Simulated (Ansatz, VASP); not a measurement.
# One calculation of C, two programs

Contents of INCAR:

```
PREC = Accurate
ENCUT = 520
EDIFF = 1E-6
ISMEAR = 0
SIGMA = 0.01
LREAL = F
LASPH = T
NELM = 60
ALGO = Normal
ISIF = 2
LWAVE = F
LCHARG = F
GGA = PE
NBANDS = 16
```

File KPOINTS:

```
regular mesh
0
Gamma
  9 9 6
```

POSCAR

```
C
1.0
    2.5364004153      0.0000000000      0.0000000000
   -1.2682002076      2.1965871938      0.0000000000
    0.0000000000      0.0000000000      4.2218191918
C
4
Direct
    0.3333333333      0.6666666667      0.0002342823
    0.6666666667      0.3333333333      0.5002342823
    0.3333333333      0.6666666667      0.3747657177
    0.6666666667      0.3333333333      0.8747657177
```

Input for Ansatz:

```yaml
crystal:
  lattice:
    - [2.5364004153, 0.0, 0.0]
    - [-1.2682002076, 2.1965871938, 0.0]
    - [0.0, 0.0, 4.2218191918]
  atoms:
    - { symbol: C, position: [0.3333333333, 0.6666666667, 0.0002342823] }
    - { symbol: C, position: [0.6666666667, 0.3333333333, 0.5002342823] }
    - { symbol: C, position: [0.3333333333, 0.6666666667, 0.3747657177] }
    - { symbol: C, position: [0.6666666667, 0.3333333333, 0.8747657177] }
kpoints:
  mp_grid: { grid: [9, 9, 6] }
hamiltonian:
  xc: pbe
scf:
  occupations: { method: fixed }
  n_extra_bands: 5
output:
  forces: true
  stress: true
  eigenvalues: true
```

Alike in both runs: task single point; functional PBE; k mesh 9 × 9 × 6; no spin polarisation.

|  | VASP | Ansatz |
| --- | --- | --- |
| version | VASP 6.6.1 | Ansatz 0.2.0 |
| potentials or method | VASP PAW PBE potentials, release 64 (C) | plane waves, PAW |
| plane-wave cutoff (eV) | 520 | 420 |
| occupations | gaussian, width 0.01 eV | fixed |
| valence electrons in the cell | 16 | 16 |

```tsv
	VASP	Ansatz	Ansatz less VASP
gap on the k mesh at the Fermi level (eV)	3.44	3.45	+0.017
pressure (GPa)	-11.6	-12.1	-0.54
traceless stress, the component that is largest in VASP (GPa)	-0.24	-0.15	+0.088
rms of the force components (eV/Å)	0.018	0.020	+0.0025
```

Atom by atom the forces differ by 0.003 eV/Å (rms over components).
